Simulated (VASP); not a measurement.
# PbO2 (Fm-3m) in VASP: further runs

The runs below take PbO2 through single point, with PBE, revPBE+D3(BJ).

Everything below comes from runs of VASP 6.6.1. Logs are shortened: lines on timing, memory, paths and dates and some standing lists are left out, and cuts for length are marked.

## 1. The cell of the first run

Symmetry: Fm-3m, No. 225, cubic system. Conventional cell: a = 4.828 Å, b = 4.828 Å, c = 4.828 Å, α = 90.00°, β = 90.00°, γ = 90.00°. Pb (site symmetry m-3m) has 8 O at 2.09 Å within 2.8 Å. O (site symmetry -43m) has 4 Pb at 2.09 Å and 6 O at 2.41 Å within 2.8 Å.

## 2. Single point, PBE

File INCAR:

```
SYSTEM = PbO2
PREC = Accurate ; ENCUT = 600
EDIFF = 1E-6 ; ISMEAR = 0
SIGMA = 0.1 ; LREAL = .False.
LASPH = .True. ; NELM = 120
ALGO = Normal ; ISIF = 2
LWAVE = .False. ; LCHARG = .False.
GGA = PE ; NBANDS = 20
GGA_COMPAT = .False.
```

File KPOINTS:

```
Automatic mesh
0
Gamma
  6 6 6
  0 0 0
```

File POSCAR:

```
PbO2
1.0
    0.0000000000      2.4138701381      2.4138701381
    2.4138701381      0.0000000000      2.4138701381
    2.4138701381      2.4138701381      0.0000000000
Pb O
1 2
Direct
    0.0000000000      0.0000000000      0.0000000000
    0.2500000000      0.2500000000      0.2500000000
    0.7500000000      0.7500000000      0.7500000000
```

Potentials or basis: VASP PAW PBE potentials, release 64 (Pb_d, O).

On the command line:

```console
$ cat potpaw_PBE.64/Pb_d/POTCAR potpaw_PBE.64/O/POTCAR > POTCAR
$ mpirun -np 1 vasp_std > vasp.out
```

OUTCAR:

```text
SYSTEM = PbO2
   PREC = Accurate
   ENCUT = 600
   EDIFF = 1E-6
   ISMEAR = 0
   LREAL = .False.
   LASPH = .True.
   NELM = 120
   ISIF = 2
   GGA = PE

 ion  position               nearest neighbor table
   1  0.000  0.000  0.000-   3 2.09   3 2.09   3 2.09   2 2.09   3 2.09   2 2.09   2 2.09   2 2.09

   2  0.250  0.250  0.250-   1 2.09   1 2.09   1 2.09   1 2.09
   3  0.750  0.750  0.750-   1 2.09   1 2.09   1 2.09   1 2.09

  LATTYP: Found a face centered cubic cell.
 ALAT       =     4.8277402762

  Lattice vectors:

 A1 = (   0.0000000000,   2.4138701381,   2.4138701381)
 A2 = (   2.4138701381,   0.0000000000,   2.4138701381)
 A3 = (   2.4138701381,   2.4138701381,   0.0000000000)

Analysis of symmetry for initial positions (statically):
=====================================================================
 Subroutine PRICEL returns:
 Original cell was already a primitive cell.

 Routine SETGRP: Setting up the symmetry group for a
 face centered cubic supercell.

 Subroutine GETGRP returns: Found 48 space group operations
[... 9 lines left out ...]

 Routine SETGRP: Setting up the symmetry group for a
 face centered cubic supercell.

 Subroutine GETGRP returns: Found 48 space group operations
[... 11 lines left out ...]
                                     Primitive cell

  volume of cell :      28.1301

  direct lattice vectors                    reciprocal lattice vectors
     0.000000000  2.413870138  2.413870138    -0.207136247  0.207136247  0.207136247
     2.413870138  0.000000000  2.413870138     0.207136247 -0.207136247  0.207136247
     2.413870138  2.413870138  0.000000000     0.207136247  0.207136247 -0.207136247

  length of vectors
     3.413727887  3.413727887  3.413727887     0.358770503  0.358770503  0.358770503

  position of ions in fractional coordinates (direct lattice)
     0.000000000  0.000000000  0.000000000
     0.250000000  0.250000000  0.250000000
     0.750000000  0.750000000  0.750000000

  ion indices of the primitive-cell ions
   primitive index   ion index
                 1           1
                 2           2
                 3           3

----------------------------------------------------------------------------------------

 KPOINTS: Automatic mesh

Automatic generation of k-mesh.
[... 49 lines left out ...]
   ISTART =      0    job   : 0-new  1-cont  2-samecut
   ICHARG =      2    charge: 1-file 2-atom 10-const
   ISPIN  =      1    spin polarized calculation?
   LNONCOLLINEAR =      F non collinear calculations
   LSORBIT =      F    spin-orbit coupling
   LASPH  =      T    aspherical Exc in radial PAW
   ENCUT  =  600.0 eV  44.10 Ry    6.64 a.u.   6.82  6.82  6.82*2*pi/ulx,y,z
   NELM   =    120;   NELMIN=  2; NELMDL= -5     # of ELM steps
   EDIFF  = 0.1E-05   stopping-criterion for ELM
   LREAL  =      F    real-space projection
   EDIFFG = 0.1E-04   stopping-criterion for IOM
   NSW    =      0    number of steps for IOM
   IBRION =     -1    ionic relax: 0-MD 1-quasi-New 2-CG
   NFREE  =      0    steps in history (QN), initial steepest desc. (CG)
   ISIF   =      2    stress and relaxation
   ISYM   =      2    0-nonsym 1-usesym 2-fastsym
   POTIM  = 0.5000    time-step for ionic-motion
   TEBEG  =    0.0;   TEEND  =   0.0 temperature during run
   PSTRESS=    0.0 pullay stress
   NELECT =      26.0000    total number of electrons
   NUPDOWN=      -1.0000    fix difference up-down
   EMIN   =  10.00;   EMAX   =-10.00  energy-range for DOS
   EFERMI =   0.00;   METHOD = LEGACY
   ISMEAR =     0;   SIGMA  =   0.10  broadening in eV -4-tet -1-fermi 0-gaus
   EFERMI_NEDOS =   21; number of points for ismear=-14 and -15
   IALGO  =     38    algorithm
   IMIX   =      4    mixing-type and parameters
     AMIX     =   0.40;   BMIX     =  1.00
     AMIX_MAG =   1.60;   BMIX_MAG =  1.00
  volume/ion in A,a.u.               =       9.38        63.28
  Fermi-wavevector in a.u.,A,eV,Ry     =   1.594687  3.013521 34.599966  2.543026
  Thomas-Fermi vector in A             =   2.692722
   LORBIT       =      0    0 simple, 1 ext, 2 COOP (PROOUT), +10 PAW based schemes
   GGA     = PE    functional components
   LHFCALC =     F    Hartree Fock is set to
   AEXX    =    0.0000 exact exchange contribution
   IVDW    =     0    specifies the selected vdW correction
   LEPSILON=     F    determine dielectric tensor
   LRPA    =     F    only Hartree local field effects (RPA)
 non-spin polarized calculation
 Gauss-broadening in eV      SIGMA  =   0.10
  energy-cutoff  :      600.00
  volume of cell :       28.13
 maximum number of plane-waves:       960
   NGX = 13   NGY = 13   NGZ = 13

 number of electron      25.9999998 magnetization

 Free energy of the ion-electron system (eV)
  ---------------------------------------------------
  ext. energy  EPLUGINS =         0.00000000
  ---------------------------------------------------
  free energy    TOTEN  =       -12.88979883 eV

  energy without entropy =      -12.88977922  energy(sigma->0) =      -12.88978903

 E-fermi :  11.0548     XC(G=0): -13.0793

 val. band max:       10.8168125798   @ k =  -0.3333   0.5000   0.1667
 cond. band min:      11.2391053250   @ k =   0.0000   0.0000   0.0000
 fundamental gap:      0.4222927452
 Fermi energy:        11.0548183627

 k-point     1 :       0.0000    0.0000    0.0000
  band No.  band energies     occupation
      1     -11.1959      2.00000
      2      -5.8577      2.00000
      3      -5.8577      2.00000
      4      -5.8577      2.00000
      5      -5.7524      2.00000
      6      -4.9456      2.00000
[... 357 lines left out ...]
     19      28.4316      0.00000
     20      29.6479      0.00000

------------------------ aborting loop because EDIFF is reached ----------------------------------------

  FORCE on cell =-STRESS in cart. coord.  units (eV):
  Direction    XX          YY          ZZ          XY          YZ          ZX
  --------------------------------------------------------------------------------------
  -------------------------------------------------------------------------------------
  Total       18.5429899     18.5429899     18.5429899      0.0000000      0.0000000      0.0000000
  in kB     1056.1330740   1056.1330740   1056.1330740      0.0000000      0.0000000      0.0000000
  external PRESSURE =    1056.1330740 kB  Pullay stress =       0.0000000 kB

 VOLUME and BASIS-vectors are now :
 -----------------------------------------------------------------------------
  energy-cutoff  :      600.00
  volume of cell :       28.13
      direct lattice vectors                 reciprocal lattice vectors
     0.000000000  2.413870138  2.413870138    -0.207136247  0.207136247  0.207136247
     2.413870138  0.000000000  2.413870138     0.207136247 -0.207136247  0.207136247
     2.413870138  2.413870138  0.000000000     0.207136247  0.207136247 -0.207136247

 POSITION                                       TOTAL-FORCE (eV/Angst)
 -----------------------------------------------------------------------------------
      0.00000      0.00000      0.00000         0.000000      0.000000      0.000000
      1.20694      1.20694      1.20694        -0.000000     -0.000000     -0.000000
      3.62081      3.62081      3.62081         0.000000      0.000000      0.000000
 -----------------------------------------------------------------------------------
    total drift:                                0.000000      0.000000      0.000000

  FREE ENERGIE OF THE ION-ELECTRON SYSTEM (eV)
  ---------------------------------------------------
  free  energy   TOTEN  =       -12.8897988329 eV

  energy  without entropy=      -12.8897792177  energy(sigma->0) =      -12.88978903
```

OSZICAR:

```text
N       E                     dE             d eps       ncg     rms          rms(c)
DAV:   1     0.300174977217E+03    0.30017E+03   -0.15368E+04   664   0.199E+03
DAV:   2     0.958260598217E+01   -0.29059E+03   -0.27628E+03   680   0.503E+02
DAV:   3    -0.159293199066E+02   -0.25512E+02   -0.25230E+02   756   0.147E+02
DAV:   4    -0.165726557112E+02   -0.64334E+00   -0.64267E+00   740   0.229E+01
DAV:   5    -0.165882227362E+02   -0.15567E-01   -0.15566E-01   804   0.369E+00    0.114E+01
DAV:   6    -0.128861411463E+02    0.37021E+01   -0.10485E+01   916   0.571E+01    0.267E+00
DAV:   7    -0.129071272870E+02   -0.20986E-01   -0.92421E-01   712   0.817E+00    0.182E+00
DAV:   8    -0.128964646541E+02    0.10663E-01   -0.96990E-02   864   0.574E+00    0.543E-01
DAV:   9    -0.128894115148E+02    0.70531E-02   -0.30942E-02   932   0.365E+00    0.963E-02
DAV:  10    -0.128897304346E+02   -0.31892E-03   -0.20714E-03   752   0.434E-01    0.268E-02
DAV:  11    -0.128898054624E+02   -0.75028E-04   -0.18831E-04   784   0.132E-01    0.230E-02
DAV:  12    -0.128897986571E+02    0.68053E-05   -0.27543E-05   772   0.476E-02    0.346E-03
DAV:  13    -0.128897988329E+02   -0.17575E-06   -0.16509E-06   592   0.136E-02
   1 F= -.12889799E+02 E0= -.12889789E+02  d E =-.196152E-04
```

stdout:

```text
POSCAR found type information on POSCAR PbO
 POSCAR found :  2 types and       3 ions
 scaLAPACK will be used
 LDA part: xc-table for (Slater+PW92), standard interpolation
 POSCAR, INCAR and KPOINTS ok, starting setup
 FFT: planning ... GRIDC
 FFT: planning ... GRID_SOFT
 FFT: planning ... GRID
 WAVECAR not read
 entering main loop
```

Wall time 24 s (1 thread of Intel Xeon 8259CL, shared host); peak memory 0.16 GiB.

Results:

* Free energy: -12.8898 eV
* Pressure: 105.6 GPa
* Band gap on the k mesh: 0.42 eV, indirect (least direct gap 2.54 eV)

Levels at points of the mesh, in eV from the valence-band top:
```csv
k point,band 11,band 12,band 13,band 14,band 15,band 16
"(0.00, 0.00, 0.00)",-2.12,-2.12,-2.12,0.42,7.83,7.83
"(0.50, 0.00, 0.00)",-4.47,-1.85,-1.85,5.20,8.08,12.38
"(0.50, 0.50, 0.00)",-0.78,-0.22,-0.22,3.37,8.82,10.36
```

Caveat: spin-orbit coupling is left out, which moves the levels of the heavy elements. A hybrid or GW would open this gap; PBE tends to underestimate it.

## 3. Single point, PBE

This run uses another cell than the first one, of 11.93 Å³/atom, 1.272 times its volume.

File INCAR:

```
SYSTEM = PbO2
PREC = Accurate
ENCUT = 600
EDIFF = 1E-6
ISMEAR = 0
SIGMA = 0.1
LREAL = .False.
LASPH = .True.
NELM = 120
ALGO = Normal
ISIF = 2
LWAVE = .False.
LCHARG = .False.
GGA = PE
NBANDS = 20
GGA_COMPAT = .False.
```

KPOINTS is that of step 2.

File POSCAR:

```
PbO2
1.0
    0.0000000000      2.6154905458      2.6154905458
    2.6154905458      0.0000000000      2.6154905458
    2.6154905458      2.6154905458      0.0000000000
Pb O
1 2
Direct
    0.0000000000      0.0000000000      0.0000000000
    0.2500000000      0.2500000000      0.2500000000
    0.7500000000      0.7500000000      0.7500000000
```

Potentials or basis: VASP PAW PBE potentials, release 64 (Pb_d, O).

On the command line:

```console
$ cat potpaw_PBE.64/Pb_d/POTCAR potpaw_PBE.64/O/POTCAR > POTCAR
$ mpirun -np 1 vasp_std > vasp.out
```

Wall time 33 s (1 thread of Intel Xeon 8259CL, shared host); peak memory 0.17 GiB.

The run converged. Its results:

```
Free energy            : -15.4281 eV
Pressure               : 17.0 GPa
Band gap on the k mesh : zero (band 13 reaches 6.94 eV, above the bottom of band 14 at 5.54 eV)
```

Levels at points of the mesh, in eV from the Fermi level:
| k point | band 11 | band 12 | band 13 | band 14 | band 15 | band 16 |
| --- | --- | --- | --- | --- | --- | --- |
| (0.00, 0.00, 0.00) | -2.05 | -1.50 | -1.50 | -1.50 | 7.17 | 7.17 |
| (0.50, 0.00, 0.00) | -3.26 | -1.64 | -1.64 | 3.12 | 7.43 | 10.18 |
| (0.50, 0.50, 0.00) | -0.43 | -0.24 | -0.24 | 2.04 | 6.76 | 9.57 |

Caveat: spin-orbit coupling is left out, which moves the levels of the heavy elements.

## 4. Single point, revPBE+D3(BJ)

This run uses another cell than the first one, of 13.15 Å³/atom, 1.403 times its volume.

File INCAR:

```
PREC = Accurate
ENCUT = 600
EDIFF = 1E-6
ISMEAR = 0
SIGMA = 0.1
LREAL = False
LASPH = True
NELM = 120
ALGO = Normal
ISIF = 2
LWAVE = False
LCHARG = False
GGA = RE
IVDW = 12
NBANDS = 20
GGA_COMPAT = False
```

File KPOINTS:

```
Automatic mesh
0
Gamma
  6 6 6
```

File POSCAR:

```
PbO2
1.0
    0.0000000000      2.7019920000      2.7019920000
    2.7019920000      0.0000000000      2.7019920000
    2.7019920000      2.7019920000      0.0000000000
Pb O
1 2
Direct
    0.0000000000      0.0000000000      0.0000000000
    0.2500000000      0.2500000000      0.2500000000
    0.7500000000      0.7500000000      0.7500000000
```

On the command line:

```console
$ cat potpaw_PBE.64/Pb_d/POTCAR potpaw_PBE.64/O/POTCAR > POTCAR
$ mpirun -np 1 vasp_std > vasp.out
```

Run time: 25 s. Hardware: 1 thread of Intel Xeon 8259CL, shared host; peak memory 0.18 GiB.

It converged, with:

```
Free energy                : -15.8341 eV
Pressure                   : -2.5 GPa
Band gap on the k mesh     : zero (band 13 reaches 5.73 eV, above the bottom of band 14 at 4.55 eV)
Dispersion energy per atom : -0.430 eV
```

Levels at points of the mesh, in eV from the Fermi level:
```tsv
k point	band 10	band 11	band 12	band 13	band 14	band 15	band 16	band 17
(0.00, 0.00, 0.00)	-2.05	-2.05	-1.28	-1.28	-1.28	6.98	6.98	6.98
(0.50, 0.00, 0.00)	-2.83	-2.83	-1.49	-1.49	2.49	7.18	9.47	9.47
(0.50, 0.50, 0.00)	-4.53	-0.32	-0.22	-0.22	1.62	6.16	9.60	10.79
```

Caveat: the PAW data sets were made with another functional, which shifts forces and pressure a little; spin-orbit coupling is left out, which moves the levels of the heavy elements; pairwise dispersion overbinds metals, which lowers pressure and volume.

## 5. Single point, PBE

This run uses another cell than the first one, of 13.15 Å³/atom, 1.403 times its volume.

File INCAR:

```
SYSTEM = PbO2
PREC = Accurate ; ENCUT = 600
EDIFF = 1E-6 ; ISMEAR = -1
SIGMA = 0.032 ; LREAL = .FALSE.
LASPH = .TRUE. ; NELM = 120
ALGO = Normal ; ISIF = 2
LWAVE = .FALSE. ; LCHARG = .FALSE.
GGA = PE ; NBANDS = 20
GGA_COMPAT = .FALSE.
```

File KPOINTS:

```
regular mesh
0
G
  6 6 6
  0 0 0
```

POSCAR is that of step 4.

On the command line:

```console
$ cat potpaw_PBE.64/Pb_d/POTCAR potpaw_PBE.64/O/POTCAR > POTCAR
$ mpirun -np 1 vasp_std > vasp.out
```

Run time: 23 s. Hardware: 1 thread of Intel Xeon 8259CL, shared host; peak memory 0.18 GiB.

Results (log left out):

```yaml
Free_energy: -15.6133 eV
Pressure: 0.1 GPa
Band_gap_on_the_k_mesh: zero (band 13 reaches 5.62 eV, above the bottom of band 14 at 4.44 eV)
```

Levels at points of the mesh, in eV from the Fermi level:
```tsv
k point	band 9	band 10	band 11	band 12	band 13	band 14	band 15	band 16	band 17	band 18
(0.00, 0.00, 0.00)	-2.03	-2.03	-2.03	-1.27	-1.27	-1.27	6.92	6.92	6.92	11.71
(0.50, 0.00, 0.00)	-3.34	-2.82	-2.82	-1.47	-1.47	2.50	7.07	9.43	9.43	14.31
(0.50, 0.50, 0.00)	-4.52	-4.52	-0.30	-0.20	-0.20	1.60	6.12	9.38	10.74	10.74
```

Caveat: spin-orbit coupling is left out, which moves the levels of the heavy elements.

## 6. Summary

```tsv
level	cell	smearing	gap on the mesh (eV)	pressure (GPa)
PBE	a = 3.414 Å, angles 60.0°, 3 atoms	gaussian 0.1 eV	0.42	105.6
PBE	a = 3.699 Å, angles 60.0°, 3 atoms	gaussian 0.1 eV	none	17.0
revPBE+D3(BJ)	a = 3.821 Å, angles 60.0°, 3 atoms	gaussian 0.1 eV	none	-2.5
PBE	a = 3.821 Å, angles 60.0°, 3 atoms	fermi-dirac 0.032 eV	none	0.1
```

Alike in all rows: task single point; potentials or basis VASP PAW PBE potentials, release 64 (Pb_d, O); no spin polarisation; k mesh 6 × 6 × 6; cutoff (eV) 600.

Caveats: spin-orbit coupling is left out, which moves the levels of the heavy elements; the PAW data sets were made with another functional, which shifts forces and pressure a little (some runs); pairwise dispersion overbinds metals, which lowers pressure and volume (some runs).

Absolute energies hang on the potentials; compare differences alone.
